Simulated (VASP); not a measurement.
# Si2Ge (P-3m1) in VASP: relaxation of cell and atoms with PBEsol

Aim: the relaxation of cell and atoms of Si2Ge with PBEsol.

All numbers are computed with VASP 6.6.1; they aren't measurements. Logs are shortened: lines on timing, memory, paths and dates and some standing lists are left out, and cuts for length are marked.

### 1 The cell of the first run

It takes space group P-3m1 (No. 164, trigonal). Conventional cell: a = 3.899 Å, b = 3.899 Å, c = 9.551 Å, α = 90.00°, β = 90.00°, γ = 120.00°. Within 3.2 Å of Si (site symmetry 3m) lie 3 Ge at 2.39 Å and 1 Si at 2.39 Å. Within 3.2 Å of Si (site symmetry 3m) lie 3 Si at 2.39 Å and 1 Ge at 2.39 Å. Within 3.2 Å of Ge (site symmetry 3m) lie 4 Si at 2.39 Å.

### 2 Relaxation of cell and atoms, PBEsol

Input file INCAR:

```
PREC = Accurate ; ENCUT = 600
EDIFF = 1E-6 ; ISMEAR = 0
SIGMA = 0.1 ; LREAL = F
LASPH = T ; NELM = 60
ALGO = Normal ; ISIF = 3
LWAVE = F ; LCHARG = F
GGA = PS ; IBRION = 2
NSW = 65 ; EDIFFG = -0.01
```

Input file KPOINTS:

```
Automatic mesh
0
Gamma
  12 12 4
```

Input file POSCAR:

```
Si2Ge
1.0
    3.8993244021      0.0000000000      0.0000000000
   -1.9496622011      3.3769139898      0.0000000000
    0.0000000000      0.0000000000      9.5513551267
Si Ge
4 2
Direct
    0.6666666667      0.3333333333      0.1666666667
    0.3333333333      0.6666666667      0.8333333333
    0.6666666667      0.3333333333      0.4166666667
    0.0000000000      0.0000000000      0.7500000000
    0.3333333333      0.6666666667      0.0833333333
    0.0000000000      0.0000000000      0.5000000000
```

Potentials or basis: VASP PAW PBE potentials, release 64 (Si, Ge_d).

Command:

```
cat potpaw_PBE.64/Si/POTCAR potpaw_PBE.64/Ge_d/POTCAR > POTCAR
mpirun -np 1 vasp_std > vasp.out
```

OUTCAR:

```text
PREC = Accurate
   ENCUT = 600
   EDIFF = 1E-6
   ISMEAR = 0
   LREAL = F
   LASPH = T
   NELM = 60
   ISIF = 3
   GGA = PS
   IBRION = 2
   NSW = 65
   EDIFFG = -0.01

 ion  position               nearest neighbor table
   1  0.667  0.333  0.167-   5 2.39   5 2.39   3 2.39   5 2.39
   2  0.333  0.667  0.833-   4 2.39   4 2.39   4 2.39   5 2.39
   3  0.667  0.333  0.417-   6 2.39   6 2.39   6 2.39   1 2.39
   4  0.000  0.000  0.750-   2 2.39   2 2.39   2 2.39   6 2.39
   5  0.333  0.667  0.083-   1 2.39   1 2.39   2 2.39   1 2.39
   6  0.000  0.000  0.500-   3 2.39   3 2.39   3 2.39   4 2.39

  LATTYP: Found a hexagonal cell.
 ALAT       =     3.8993244021
 C/A-ratio  =     2.4494897428

  Lattice vectors:

 A1 = (   3.8993244021,   0.0000000000,   0.0000000000)
 A2 = (  -1.9496622011,   3.3769139898,   0.0000000000)
 A3 = (   0.0000000000,   0.0000000000,   9.5513551267)

Analysis of symmetry for initial positions (statically):
=====================================================================
 Subroutine PRICEL returns:
 Original cell was already a primitive cell.

 Routine SETGRP: Setting up the symmetry group for a
 hexagonal supercell.

 Subroutine GETGRP returns: Found 12 space group operations
 (whereof  6 operations were pure point group operations)
 out of a pool of 24 trial point group operations.

The static configuration has the point symmetry C_3v.
 The point group associated with its full space group is D_3d.

Analysis of symmetry for dynamics (positions and initial velocities):
=====================================================================
 Subroutine PRICEL returns:
 Original cell was already a primitive cell.

 Routine SETGRP: Setting up the symmetry group for a
 hexagonal supercell.

 Subroutine GETGRP returns: Found 12 space group operations
 (whereof  6 operations were pure point group operations)
 out of a pool of 24 trial point group operations.

The dynamic configuration has the point symmetry C_3v.
 The point group associated with its full space group is D_3d.

 Subroutine INISYM returns: Found 12 space group operations
 (whereof  6 operations are pure point group operations),
 and found     1 'primitive' translations

----------------------------------------------------------------------------------------

                                     Primitive cell

  volume of cell :     125.7692

  direct lattice vectors                    reciprocal lattice vectors
     3.899324402  0.000000000  0.000000000     0.256454682  0.148064180  0.000000000
    -1.949662201  3.376913990  0.000000000     0.000000000  0.296128360  0.000000000
     0.000000000  0.000000000  9.551355127     0.000000000  0.000000000  0.104697186

  length of vectors
     3.899324402  3.899324402  9.551355127     0.296128360  0.296128360  0.104697186

  position of ions in fractional coordinates (direct lattice)
     0.666666667  0.333333333  0.166666667
     0.333333333  0.666666667  0.833333333
     0.666666667  0.333333333  0.416666667
     0.000000000  0.000000000  0.750000000
     0.333333333  0.666666667  0.083333333
     0.000000000  0.000000000  0.500000000

  ion indices of the primitive-cell ions
   primitive index   ion index
                 1           1
                 2           2
                 3           3
                 4           4
                 5           5
                 6           6

----------------------------------------------------------------------------------------

 KPOINTS: Automatic mesh

Automatic generation of k-mesh.
 Grid dimensions read from file:
 generate k-points for:   12   12    4

 Generating k-lattice:

  Cartesian coordinates                     Fractional coordinates (reciprocal lattice)
     0.021371224  0.012338682  0.000000000     0.083333333 -0.000000000  0.000000000
     0.000000000  0.024677363  0.000000000     0.000000000  0.083333333  0.000000000
     0.000000000  0.000000000  0.026174296     0.000000000  0.000000000  0.250000000

  Length of vectors
     0.024677363  0.024677363  0.026174296

  Shift w.r.t. Gamma in fractional coordinates (k-lattice)
     0.000000000  0.000000000  0.000000000

 Subroutine IBZKPT returns following result:
 ===========================================

 Found     69 irreducible k-points:

 Following reciprocal coordinates:
            Coordinates               Weight
  0.000000  0.000000  0.000000      1.000000
  0.083333  0.000000  0.000000      6.000000
  0.166667  0.000000  0.000000      6.000000
  0.250000  0.000000  0.000000      6.000000
  0.333333  0.000000  0.000000      6.000000
  0.416667  0.000000  0.000000      6.000000
[... 16 lines left out ...]
  0.166667  0.000000  0.250000      6.000000
  0.000000  0.166667  0.250000      6.000000
 [... further k-points ...]
   k-points           NKPTS =     69   k-points in BZ     NKDIM =     69   number of bands    NBANDS=     26
   number of dos      NEDOS =    301   number of ions     NIONS =      6
   total plane-waves  NPLWV =  81920
   dimension x,y,z NGX =    32 NGY =   32 NGZ =   80
   dimension x,y,z NGXF=    64 NGYF=   64 NGZF=  160
   ions per type =               4   2
   NGX,Y,Z   is equivalent  to a cutoff of  13.64, 13.64, 13.92 a.u.
   NGXF,Y,Z  is equivalent  to a cutoff of  27.29, 27.29, 27.85 a.u.
 SYSTEM =  unknown system
   PREC   = accura    normal or accurate (medium, high low for compatibility)
   ISTART =      0    job   : 0-new  1-cont  2-samecut
   ICHARG =      2    charge: 1-file 2-atom 10-const
   ISPIN  =      1    spin polarized calculation?
   LNONCOLLINEAR =      F non collinear calculations
   LSORBIT =      F    spin-orbit coupling
   LASPH  =      T    aspherical Exc in radial PAW
   ENCUT  =  600.0 eV  44.10 Ry    6.64 a.u.   7.79  7.79 19.08*2*pi/ulx,y,z
   NELM   =     60;   NELMIN=  2; NELMDL= -5     # of ELM steps
   EDIFF  = 0.1E-05   stopping-criterion for ELM
   LREAL  =      F    real-space projection
   EDIFFG = -.1E-01   stopping-criterion for IOM
   NSW    =     65    number of steps for IOM
   IBRION =      2    ionic relax: 0-MD 1-quasi-New 2-CG
   NFREE  =      1    steps in history (QN), initial steepest desc. (CG)
   ISIF   =      3    stress and relaxation
   ISYM   =      2    0-nonsym 1-usesym 2-fastsym
   POTIM  = 0.5000    time-step for ionic-motion
   TEBEG  =    0.0;   TEEND  =   0.0 temperature during run
   PSTRESS=    0.0 pullay stress
   NELECT =      44.0000    total number of electrons
   NUPDOWN=      -1.0000    fix difference up-down
   EMIN   =  10.00;   EMAX   =-10.00  energy-range for DOS
   EFERMI =   0.00;   METHOD = LEGACY
   ISMEAR =     0;   SIGMA  =   0.10  broadening in eV -4-tet -1-fermi 0-gaus
   EFERMI_NEDOS =   21; number of points for ismear=-14 and -15
   IALGO  =     38    algorithm
   IMIX   =      4    mixing-type and parameters
     AMIX     =   0.40;   BMIX     =  1.00
     AMIX_MAG =   1.60;   BMIX_MAG =  1.00
  volume/ion in A,a.u.               =      20.96       141.46
  Fermi-wavevector in a.u.,A,eV,Ry     =   1.153544  2.179883 18.104788  1.330664
  Thomas-Fermi vector in A             =   2.290187
   LORBIT       =      0    0 simple, 1 ext, 2 COOP (PROOUT), +10 PAW based schemes
   GGA     = PS    functional components
   LHFCALC =     F    Hartree Fock is set to
   AEXX    =    0.0000 exact exchange contribution
   IVDW    =     0    specifies the selected vdW correction
   LEPSILON=     F    determine dielectric tensor
   LRPA    =     F    only Hartree local field effects (RPA)
 conjugate gradient relaxation of ions
 non-spin polarized calculation
 Gauss-broadening in eV      SIGMA  =   0.10
  energy-cutoff  :      600.00
  volume of cell :      125.77
 maximum number of plane-waves:      4260
   NGX = 15   NGY = 15   NGZ = 39

--------------------------------------- Ionic step        1  -------------------------------------------

 number of electron      43.9999998 magnetization

 Free energy of the ion-electron system (eV)
  ---------------------------------------------------
  ext. energy  EPLUGINS =         0.00000000
  ---------------------------------------------------
  free energy    TOTEN  =       -32.77933724 eV

  energy without entropy =      -32.77933594  energy(sigma->0) =      -32.77933659

------------------------ aborting loop because EDIFF is reached ----------------------------------------

  FORCE on cell =-STRESS in cart. coord.  units (eV):
  Direction    XX          YY          ZZ          XY          YZ          ZX
  --------------------------------------------------------------------------------------
  -------------------------------------------------------------------------------------
  Total       -0.3346459     -0.3346459     -0.3582508      0.0000000      0.0000000      0.0000000
  in kB       -4.2630627     -4.2630627     -4.5637665      0.0000000      0.0000000      0.0000000
  external PRESSURE =      -4.3632973 kB  Pullay stress =       0.0000000 kB
[... 105 lines left out ...]
  energy  without entropy=      -32.7956829999  energy(sigma->0) =      -32.79568473

--------------------------------------- Ionic step        4  -------------------------------------------

 number of electron      43.9999999 magnetization

 Free energy of the ion-electron system (eV)
  ---------------------------------------------------
  ext. energy  EPLUGINS =         0.00000000
  ---------------------------------------------------
  free energy    TOTEN  =       -32.79587257 eV

  energy without entropy =      -32.79586934  energy(sigma->0) =      -32.79587095

 E-fermi :   5.7131     XC(G=0):  -9.7749

 val. band max:        5.4908701439   @ k =   0.0000   0.0000   0.0000
 cond. band min:       5.9554779723   @ k =   0.0000   0.4167   0.2500
 fundamental gap:      0.4646078284
 Fermi energy:         5.7131367142

 k-point     1 :       0.0000    0.0000    0.0000
  band No.  band energies     occupation
      1     -18.7430      2.00000
      2     -18.7425      2.00000
      3     -18.7392      2.00000
      4     -18.7392      2.00000
      5     -18.7390      2.00000
      6     -18.7390      2.00000
[... 685 lines left out ...]
     25       7.6628      0.00000
     26       8.5570      0.00000

 [... further k-points ...]

------------------------ aborting loop because EDIFF is reached ----------------------------------------

  FORCE on cell =-STRESS in cart. coord.  units (eV):
  Direction    XX          YY          ZZ          XY          YZ          ZX
  --------------------------------------------------------------------------------------
  -------------------------------------------------------------------------------------
  Total       -0.0284477     -0.0284477     -0.0430611      0.0000000      0.0000000      0.0000000
  in kB       -0.3643225     -0.3643225     -0.5514725      0.0000000      0.0000000      0.0000000
  external PRESSURE =      -0.4267059 kB  Pullay stress =       0.0000000 kB
[... 21 lines left out ...]
  FREE ENERGIE OF THE ION-ELECTRON SYSTEM (eV)
  ---------------------------------------------------
  free  energy   TOTEN  =       -32.7958725715 eV

  energy  without entropy=      -32.7958693382  energy(sigma->0) =      -32.79587095

 reached required accuracy - stopping structural energy minimisation
```

It took 15 min on 1 thread of Intel Xeon 8259CL, shared host; peak memory 0.44 GiB.

Results:

| Quantity | Value |
| --- | --- |
| Free energy | -32.7959 eV |
| Relaxed volume | 20.85 Å³/atom |
| Relaxed cell | a = 3.893 Å, b = 3.893 Å, c = 9.533 Å, α = 90.00°, β = 90.00°, γ = 120.00° |
| Space group after relaxing (to 0.1 Å) | P-3m1 (No. 164) |
| Energy gained by relaxing | 2.8 meV/atom |
| Ionic steps | 4 |
| Pressure after relaxing | 0.0 GPa |
| Band gap on the k mesh | 0.46 eV (least direct gap 1.14 eV) |

Step by step:
| step | energy change (eV) | largest force (eV/Å) | pressure (GPa) | volume (Å³) |
| --- | --- | --- | --- | --- |
| 1 | 0.0000 | 0.4126 | -0.44 | 125.77 |
| 2 | -0.0163 | 0.0051 | 0.21 | 124.73 |
| 3 | -0.0163 | 0.0182 | 0.14 | 124.77 |
| 4 | -0.0165 | 0.0010 | -0.04 | 125.10 |

Final structure:
```
CELL_PARAMETERS angstrom
3.89273 0.00000 0.00000
-1.94637 3.37121 0.00000
0.00000 0.00000 9.53305
ATOMIC_POSITIONS crystal
Si 0.66667 0.33333 0.16875
Si 0.33333 0.66667 0.83139
Si 0.66667 0.33333 0.41459
Si 0.00000 0.00000 0.75195
Ge 0.33333 0.66667 0.08357
Ge 0.00000 0.00000 0.49977
```

Caveat: the PAW data sets were made with another functional, which shifts forces and pressure a little.
